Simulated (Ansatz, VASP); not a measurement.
Two plane-wave programs on GaSb

```
Ga Sb
1.0
     0.00000    3.10091    2.97687
     3.10091    0.00000    2.97687
     3.10091    3.10091    0.00000
Ga Sb
1 1
Direct
  0.00000 0.00000 0.00000
  0.75000 0.75000 0.75000
```

Alike in both runs: task single point; functional r2SCAN; k mesh 10 × 10 × 10; occupations gaussian, width 0.05 eV; no spin polarisation.

```csv
,VASP,Ansatz
version,VASP 6.6.1,Ansatz 0.2.0
potentials or method,"VASP PAW PBE potentials, release 64 (Ga_d, Sb), cutoff 520 eV","scalar-relativistic, plane waves, PAW"
valence electrons in the cell,18,28
```

```tsv
	VASP	Ansatz	Ansatz less VASP
gap on the k mesh at the Fermi level (eV)	0.28	0.30	+0.016
least direct gap on the mesh (eV)	0.28	0.30	+0.016
pressure (GPa)	0.5	0.4	-0.12
traceless stress, the component that is largest in VASP (GPa)	1.25	1.25	+0.006
```

VASP's potentials were made for PBE, not for r2SCAN. The functional is the same, so the differences come from potentials, cutoffs and numerics. VASP's potentials hold 18 valence electrons a cell and Ansatz's 28, so a difference there can come from the potentials and not from the codes.

Neither program's run includes spin-orbit coupling.
